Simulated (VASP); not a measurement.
Runs of VASP 6.6.1 on CdS3. The structure is that of space group Fm-3m (No. 225), or close to it. The cells are those of the table. 

| task | cell | k mesh | gap on the mesh (eV) | pressure (GPa) | relaxed volume (Å³/atom) |
| --- | --- | --- | --- | --- | --- |
| single point | a = 5.464 Å, angles 60.0°, 4 atoms | 4 × 4 × 4 | none | (a) | - |
| single point | a = 4.677 Å, angles 60.0°, 4 atoms | 12 × 12 × 12 | none | 0.2 | - |
| relaxation of cell and atoms | relaxed from a = 4.665 Å, angles 60.0°, 4 atoms | 12 × 12 × 12 | none | 0.0 | 18.12 |
| single point | a = 4.665 Å, angles 60.0°, 4 atoms | 4 × 4 × 4 | none | 0.2 | - |
| relaxation of cell and atoms | relaxed from a = 5.464 Å, angles 60.0°, 4 atoms | 4 × 4 × 4 | none | -0.1 | 18.02 |

Alike in all rows: level PBE; potentials or basis VASP PAW PBE potentials, release 64 (Cd, S); no spin polarisation; cutoff (eV) 500; smearing gaussian 0.1 eV.

**Question.** Fill in the values left out.

**Answer.** (a) -10.4.

Caveats: some runs use coarse meshes; the volume moved by over 15 % at a fixed basis, so the end points are rough (some runs).

A k mesh can miss the band edges, and the runs leave out spin-orbit coupling on Cd.

A gap of «none» marks levels without a gap at the run's occupations.
